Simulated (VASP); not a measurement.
# LiOs2 (Fd-3m) in VASP: a series of runs

The runs below take LiOs2 through single point, relaxation of cell and atoms, with PBE.

All numbers are computed with VASP 6.6.1; they aren't measurements. Logs are shortened: lines on timing, memory, paths and dates and some standing lists are left out, and cuts for length are marked.

**1. The cell of the first run**

The structure is cubic, space group Fd-3m (No. 227). The conventional cell has a = 7.269 Å, b = 7.269 Å, c = 7.269 Å, α = 90.00°, β = 90.00°, γ = 90.00°. Li (site symmetry -43m) has 12 Os at 3.01 Å and 4 Li at 3.15 Å within 4.0 Å. Within 3.4 Å of Os (site symmetry -3m) lie 6 Os at 2.57 Å and 6 Li at 3.01 Å.

**2. Single point, PBE**

INCAR

```
SYSTEM = LiOs2
  PREC = Accurate
  ENCUT = 520
  EDIFF = 1E-6
  ISMEAR = 0
  SIGMA = 0.1
  LREAL = .False.
  LASPH = .True.
  NELM = 100
  ALGO = Fast
  ISIF = 2
  LWAVE = .False.
  LCHARG = .False.
  GGA = PE
  NBANDS = 28
```

KPOINTS

```
Automatic mesh
0
Gamma
  10 10 10
  0 0 0
```

POSCAR

```
LiOs2
1.0
    0.0000000000      3.6346492997      3.6346492997
    3.6346492997      0.0000000000      3.6346492997
    3.6346492997      3.6346492997      0.0000000000
Li Os
2 4
Direct
    0.5000000000      0.5000000000      0.5000000000
    0.7500000000      0.7500000000      0.7500000000
    0.1250000000      0.1250000000      0.1250000000
    0.6250000000      0.1250000000      0.1250000000
    0.1250000000      0.1250000000      0.6250000000
    0.1250000000      0.6250000000      0.1250000000
```

Potentials or basis: VASP PAW PBE potentials, release 64 (Li_sv, Os).

Command:

```bash
$ cat potpaw_PBE.64/Li_sv/POTCAR potpaw_PBE.64/Os/POTCAR > POTCAR
$ mpirun -np 1 vasp_std > vasp.out
```

OUTCAR:

```text
SYSTEM = LiOs2
   PREC = Accurate
   ENCUT = 520
   EDIFF = 1E-6
   ISMEAR = 0
   LREAL = .False.
   LASPH = .True.
   NELM = 100
   ISIF = 2
   GGA = PE

 ion  position               nearest neighbor table
   1  0.500  0.500  0.500-
   2  0.750  0.750  0.750-
   3  0.125  0.125  0.125-   4 2.57   5 2.57   6 2.57   5 2.57   6 2.57   4 2.57
   4  0.625  0.125  0.125-   3 2.57   5 2.57   6 2.57   3 2.57   5 2.57   6 2.57
   5  0.125  0.125  0.625-   3 2.57   3 2.57   4 2.57   6 2.57   6 2.57   4 2.57
   6  0.125  0.625  0.125-   3 2.57   5 2.57   3 2.57   4 2.57   5 2.57   4 2.57

  LATTYP: Found a face centered cubic cell.
 ALAT       =     7.2692985994

  Lattice vectors:

 A1 = (   0.0000000000,   3.6346492997,   3.6346492997)
 A2 = (   3.6346492997,   0.0000000000,   3.6346492997)
 A3 = (   3.6346492997,   3.6346492997,   0.0000000000)

Analysis of symmetry for initial positions (statically):
=====================================================================
 Subroutine PRICEL returns:
 Original cell was already a primitive cell.

 Routine SETGRP: Setting up the symmetry group for a
 face centered cubic supercell.

 Subroutine GETGRP returns: Found 48 space group operations
 (whereof 24 operations were pure point group operations)
 out of a pool of 48 trial point group operations.

The static configuration has the point symmetry T_d .
 The point group associated with its full space group is O_h .

Analysis of symmetry for dynamics (positions and initial velocities):
=====================================================================
 Subroutine PRICEL returns:
 Original cell was already a primitive cell.

 Routine SETGRP: Setting up the symmetry group for a
 face centered cubic supercell.

 Subroutine GETGRP returns: Found 48 space group operations
 (whereof 24 operations were pure point group operations)
 out of a pool of 48 trial point group operations.

The dynamic configuration has the point symmetry T_d .
 The point group associated with its full space group is O_h .

 Subroutine INISYM returns: Found 48 space group operations
 (whereof 24 operations are pure point group operations),
 and found     1 'primitive' translations

----------------------------------------------------------------------------------------

                                     Primitive cell

  volume of cell :      96.0323

  direct lattice vectors                    reciprocal lattice vectors
     0.000000000  3.634649300  3.634649300    -0.137564854  0.137564854  0.137564854
     3.634649300  0.000000000  3.634649300     0.137564854 -0.137564854  0.137564854
     3.634649300  3.634649300  0.000000000     0.137564854  0.137564854 -0.137564854

  length of vectors
     5.140170334  5.140170334  5.140170334     0.238269316  0.238269316  0.238269316

  position of ions in fractional coordinates (direct lattice)
     0.500000000  0.500000000  0.500000000
     0.750000000  0.750000000  0.750000000
     0.125000000  0.125000000  0.125000000
     0.625000000  0.125000000  0.125000000
     0.125000000  0.125000000  0.625000000
     0.125000000  0.625000000  0.125000000

  ion indices of the primitive-cell ions
   primitive index   ion index
                 1           1
                 2           2
                 3           3
                 4           4
                 5           5
                 6           6

----------------------------------------------------------------------------------------

 KPOINTS: Automatic mesh

Automatic generation of k-mesh.
 Grid dimensions read from file:
 generate k-points for:   10   10   10

 Generating k-lattice:

  Cartesian coordinates                     Fractional coordinates (reciprocal lattice)
    -0.013756485  0.013756485  0.013756485     0.100000000  0.000000000  0.000000000
     0.013756485 -0.013756485  0.013756485     0.000000000  0.100000000  0.000000000
     0.013756485  0.013756485 -0.013756485     0.000000000  0.000000000  0.100000000

  Length of vectors
     0.023826932  0.023826932  0.023826932

  Shift w.r.t. Gamma in fractional coordinates (k-lattice)
     0.000000000  0.000000000  0.000000000

 Subroutine IBZKPT returns following result:
 ===========================================

 Found     47 irreducible k-points:

 Following reciprocal coordinates:
            Coordinates               Weight
  0.000000  0.000000  0.000000      1.000000
  0.100000  0.000000  0.000000      8.000000
  0.200000  0.000000  0.000000      8.000000
  0.300000  0.000000  0.000000      8.000000
  0.400000  0.000000  0.000000      8.000000
  0.500000  0.000000  0.000000      4.000000
[... 16 lines left out ...]
  0.300000  0.300000  0.000000      6.000000
  0.400000  0.300000  0.000000     24.000000
 [... further k-points ...]
   k-points           NKPTS =     47   k-points in BZ     NKDIM =     47   number of bands    NBANDS=     28
   number of dos      NEDOS =    301   number of ions     NIONS =      6
   total plane-waves  NPLWV =  64000
   dimension x,y,z NGX =    40 NGY =   40 NGZ =   40
   dimension x,y,z NGXF=    80 NGYF=   80 NGZF=   80
   ions per type =               2   4
   NGX,Y,Z   is equivalent  to a cutoff of  12.94, 12.94, 12.94 a.u.
   NGXF,Y,Z  is equivalent  to a cutoff of  25.87, 25.87, 25.87 a.u.
 SYSTEM =  LiOs2
   PREC   = accura    normal or accurate (medium, high low for compatibility)
   ISTART =      0    job   : 0-new  1-cont  2-samecut
   ICHARG =      2    charge: 1-file 2-atom 10-const
   ISPIN  =      1    spin polarized calculation?
   LNONCOLLINEAR =      F non collinear calculations
   LSORBIT =      F    spin-orbit coupling
   LASPH  =      T    aspherical Exc in radial PAW
   ENCUT  =  520.0 eV  38.22 Ry    6.18 a.u.   9.56  9.56  9.56*2*pi/ulx,y,z
   NELM   =    100;   NELMIN=  2; NELMDL= -5     # of ELM steps
   EDIFF  = 0.1E-05   stopping-criterion for ELM
   LREAL  =      F    real-space projection
   EDIFFG = 0.1E-04   stopping-criterion for IOM
   NSW    =      0    number of steps for IOM
   IBRION =     -1    ionic relax: 0-MD 1-quasi-New 2-CG
   NFREE  =      0    steps in history (QN), initial steepest desc. (CG)
   ISIF   =      2    stress and relaxation
   ISYM   =      2    0-nonsym 1-usesym 2-fastsym
   POTIM  = 0.5000    time-step for ionic-motion
   TEBEG  =    0.0;   TEEND  =   0.0 temperature during run
   PSTRESS=    0.0 pullay stress
   NELECT =      38.0000    total number of electrons
   NUPDOWN=      -1.0000    fix difference up-down
   EMIN   =  10.00;   EMAX   =-10.00  energy-range for DOS
   EFERMI =   0.00;   METHOD = LEGACY
   ISMEAR =     0;   SIGMA  =   0.10  broadening in eV -4-tet -1-fermi 0-gaus
   EFERMI_NEDOS =   21; number of points for ismear=-14 and -15
   IALGO  =     68    algorithm
   IMIX   =      4    mixing-type and parameters
     AMIX     =   0.40;   BMIX     =  1.00
     AMIX_MAG =   1.60;   BMIX_MAG =  1.00
  volume/ion in A,a.u.               =      16.01       108.01
  Fermi-wavevector in a.u.,A,eV,Ry     =   1.201887  2.271236 19.654045  1.444532
  Thomas-Fermi vector in A             =   2.337683
   LORBIT       =      0    0 simple, 1 ext, 2 COOP (PROOUT), +10 PAW based schemes
   GGA     = PE    functional components
   LHFCALC =     F    Hartree Fock is set to
   AEXX    =    0.0000 exact exchange contribution
   IVDW    =     0    specifies the selected vdW correction
   LEPSILON=     F    determine dielectric tensor
   LRPA    =     F    only Hartree local field effects (RPA)
 non-spin polarized calculation
 RMM-DIIS sequential band-by-band and
 Gauss-broadening in eV      SIGMA  =   0.10
  energy-cutoff  :      520.00
  volume of cell :       96.03
 maximum number of plane-waves:      2637
 NGX is ok and might be reduce to    40
   NGX = 19   NGY = 19   NGZ = 19

 number of electron      37.9999995 magnetization

 Free energy of the ion-electron system (eV)
  ---------------------------------------------------
  ext. energy  EPLUGINS =         0.00000000
  ---------------------------------------------------
  free energy    TOTEN  =       -45.63527284 eV

  energy without entropy =      -45.60501280  energy(sigma->0) =      -45.62014282

 E-fermi :   5.0402     XC(G=0): -11.3541

 val. band max:        5.0379847192   @ k =  -0.3000   0.2000   0.0000
 cond. band min:       5.0407816896   @ k =   0.5000   0.2000   0.1000
 fundamental gap:      0.0027969704
 Fermi energy:         5.0402202313

 k-point     1 :       0.0000    0.0000    0.0000
  band No.  band energies     occupation
      1     -40.0280      2.00000
      2     -40.0189      2.00000
      3      -4.4602      2.00000
      4      -1.1528      2.00000
      5      -0.9463      2.00000
      6      -0.9463      2.00000
[... 20 lines left out ...]
     27      10.2549      0.00000
     28      10.2625      0.00000

 k-point     2 :       0.1000    0.0000    0.0000
  band No.  band energies     occupation
      1     -40.0279      2.00000
      2     -40.0190      2.00000
      3      -4.3479      2.00000
      4      -1.0735      2.00000
      5      -0.9148      2.00000
      6      -0.8651      2.00000
[... 20 lines left out ...]
     27       9.0547      0.00000
     28      10.3946      0.00000

 k-point     3 :       0.2000    0.0000    0.0000
  band No.  band energies     occupation
      1     -40.0274      2.00000
      2     -40.0194      2.00000
      3      -4.0365      2.00000
      4      -0.8473      2.00000
      5      -0.8059      2.00000
      6      -0.6449      2.00000
[... 20 lines left out ...]
     27       9.0542      0.00000
     28      10.7071      0.00000

 k-point     4 :       0.3000    0.0000    0.0000
  band No.  band energies     occupation
      1     -40.0266      2.00000
      2     -40.0201      2.00000
      3      -3.6116      2.00000
      4      -0.5933      2.00000
      5      -0.4979      2.00000
      6      -0.3643      2.00000
[... 20 lines left out ...]
     27       9.0539      0.00000
     28      11.2073      0.00000

 k-point     5 :       0.4000    0.0000    0.0000
  band No.  band energies     occupation
      1     -40.0259      2.00000
      2     -40.0208      2.00000
      3      -3.2337      2.00000
      4      -0.2140      2.00000
      5      -0.1458      2.00000
      6      -0.1458      2.00000
[... 20 lines left out ...]
     27       9.0537      0.00000
     28      11.7388      0.00000

 k-point     6 :       0.5000    0.0000    0.0000
  band No.  band energies     occupation
      1     -40.0255      2.00000
      2     -40.0210      2.00000
      3      -3.0823      2.00000
      4      -0.0690      2.00000
      5      -0.0690      2.00000
      6       0.0095      2.00000
[... 463 lines left out ...]
      5      -0.0202      2.00000
      6       0.0693      2.00000
[... 20 lines left out ...]
     27       9.6132      0.00000
     28      11.5672      0.00000

 k-point    22 :      -0.2000    0.2000    0.0000
  band No.  band energies     occupation
      1     -40.0263      2.00000
      2     -40.0204      2.00000
      3      -3.4055      2.00000
      4      -0.6452      2.00000
      5      -0.3651      2.00000
      6      -0.2263      2.00000
[... 20 lines left out ...]
     27       9.7109      0.00000
     28      10.6936      0.00000

 k-point    23 :       0.3000    0.3000    0.0000
  band No.  band energies     occupation
      1     -40.0260      2.00000
      2     -40.0206      2.00000
      3      -3.1680      2.00000
      4      -0.8287      2.00000
      5      -0.2352      2.00000
      6       0.0416      2.00000
[... 20 lines left out ...]
     27       9.5557      0.00000
     28       9.5557      0.00000

 k-point    24 :       0.4000    0.3000    0.0000
  band No.  band energies     occupation
      1     -40.0253      2.00000
      2     -40.0213      2.00000
      3      -2.7194      2.00000
      4      -0.8135      2.00000
      5       0.0872      2.00000
      6       0.3278      2.00000
[... 20 lines left out ...]
     27       9.5985      0.00000
     28       9.9816      0.00000

 [... further k-points ...]
[... 5 lines left out ...]
  --------------------------------------------------------------------------------------
  -------------------------------------------------------------------------------------
  Total       -0.1708151     -0.1708151     -0.1708151      0.0000000      0.0000000     -0.0000000
  in kB       -2.8498328     -2.8498328     -2.8498328      0.0000000      0.0000000     -0.0000000
  external PRESSURE =      -2.8498328 kB  Pullay stress =       0.0000000 kB

 VOLUME and BASIS-vectors are now :
 -----------------------------------------------------------------------------
  energy-cutoff  :      520.00
  volume of cell :       96.03
      direct lattice vectors                 reciprocal lattice vectors
     0.000000000  3.634649300  3.634649300    -0.137564854  0.137564854  0.137564854
     3.634649300  0.000000000  3.634649300     0.137564854 -0.137564854  0.137564854
     3.634649300  3.634649300  0.000000000     0.137564854  0.137564854 -0.137564854

 POSITION                                       TOTAL-FORCE (eV/Angst)
 -----------------------------------------------------------------------------------
      3.63465      3.63465      3.63465         0.000000      0.000000      0.000000
      5.45197      5.45197      5.45197        -0.000000     -0.000000     -0.000000
      0.90866      0.90866      0.90866        -0.000000     -0.000000      0.000000
      0.90866      2.72599      2.72599        -0.000000     -0.000000      0.000000
      2.72599      2.72599      0.90866        -0.000000     -0.000000      0.000000
      2.72599      0.90866      2.72599        -0.000000     -0.000000      0.000000
 -----------------------------------------------------------------------------------
    total drift:                                0.000000     -0.000000      0.000000

  FREE ENERGIE OF THE ION-ELECTRON SYSTEM (eV)
  ---------------------------------------------------
  free  energy   TOTEN  =       -45.6352728415 eV

  energy  without entropy=      -45.6050127990  energy(sigma->0) =      -45.62014282
```

Run time: 7.8 min. Hardware: 1 thread of Intel Xeon 8259CL, shared host; peak memory 0.3 GiB.

What came out:

```yaml
Free_energy: -45.6353 eV
Band_gap_on_the_k_mesh: zero (band 19 reaches 5.79 eV, above the bottom of band 20 at 3.66 eV)
```

Caveat: the cutoff is under 1.25 times the usual one of these potentials, so pressure, stress and relaxed cells hold a basis-set (Pulay) error; spin-orbit coupling is left out, which moves the levels of the heavy elements.

[end of part 1 of 2]
